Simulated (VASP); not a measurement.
The system is SiC.

```
Si C
1.0
     3.13733    0.00000    0.00000
    -1.56867    2.71701    0.00000
     0.00000    0.00000    4.93272
Si C
2 2
Direct
  0.33333 0.66667 0.25000
  0.66667 0.33333 0.75000
  0.66667 0.33333 0.25000
  0.33333 0.66667 0.75000
```

Base run:

* Program: VASP 6.6.1
* Functional: r2SCAN
* Potentials or basis: VASP PAW PBE potentials, release 64 (Si, C)
* Cutoff: 520 eV
* k mesh: 12 × 12 × 6
* Occupations: fermi-dirac, width 0.02 eV
* Spin: no spin polarisation

Its results: band gap on the k mesh 0.11 eV, indirect (least direct gap 1.87 eV); pressure -0.2 GPa.

Problem. The run is repeated on the same cell with these changes: functional from r2SCAN to PBE; further incar settings from ALGO = Normal; EDIFF = 1e-06; NBANDS = 16 to ALGO = Normal; EDIFF = 1e-07; NBANDS = 16. What comes out?

Solution. Band gap on the k mesh zero (band 8 reaches 10.30 eV, above the bottom of band 9 at 10.17 eV); pressure 3.7 GPa.

Caveats: the PAW data sets were made with another functional, which shifts forces and pressure a little (some runs).

A k mesh can miss the band edges.
